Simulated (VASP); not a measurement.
Wanted: the native input for a VASP 6.6.1 run.

| Quantity | Value |
| --- | --- |
| Task | single point |
| Functional | PBEsol |
| Potentials or basis | VASP PAW PBE potentials, release 64 (Mo_sv) |
| Cutoff | 500 eV |
| k mesh | 8 × 8 × 7 |
| Occupations | methfessel-paxton, width 0.05 eV |
| Spin | no spin polarisation |
| Dipole correction | no |
| Further INCAR settings | ALGO = Normal; EDIFF = 1e-06; NBANDS = 13 |

The structure of Mo lies in POSCAR:

```
Mo
1.0
    2.7355104000      0.0000000000      0.0000000000
   -1.3677552000      2.3690214987      0.0000000000
    0.0000000000      0.0000000000      2.5551807000
Mo
1
Direct
    0.0000000000      0.0000000000      0.5000000000
```

This isn't the form of Mo at room conditions, which is bcc.

The input as run:

INCAR

```
SYSTEM = Mo
PREC = Accurate ; ENCUT = 500
EDIFF = 1E-6 ; ISMEAR = 1
SIGMA = 0.05 ; LREAL = .False.
LASPH = .True. ; NELM = 120
ALGO = Normal ; ISIF = 2
LWAVE = .False. ; LCHARG = .False.
GGA = PS ; NBANDS = 13
GGA_COMPAT = .False.
```

KPOINTS

```
regular mesh
0
Gamma
  8 8 7
  0 0 0
```

Potentials or basis: VASP PAW PBE potentials, release 64 (Mo_sv).

The run is started by

```bash
$ cat potpaw_PBE.64/Mo_sv/POTCAR > POTCAR
$ mpirun -np 1 vasp_std > vasp.out
```

Results of the run:

```json
{
  "Pressure": "-4.4 GPa",
  "Band gap on the k mesh": "zero (bands 7 and 8 overlap by 1.87 eV)"
}
```

Caveat: the cell stands under tension; the PAW data sets were made with another functional, which shifts forces and pressure a little.

Wall time 5 s on 1 thread of Intel(R) Xeon(R) Platinum 8559C (Emerald Rapids), with other jobs on the host, peak memory 0.12 GiB.
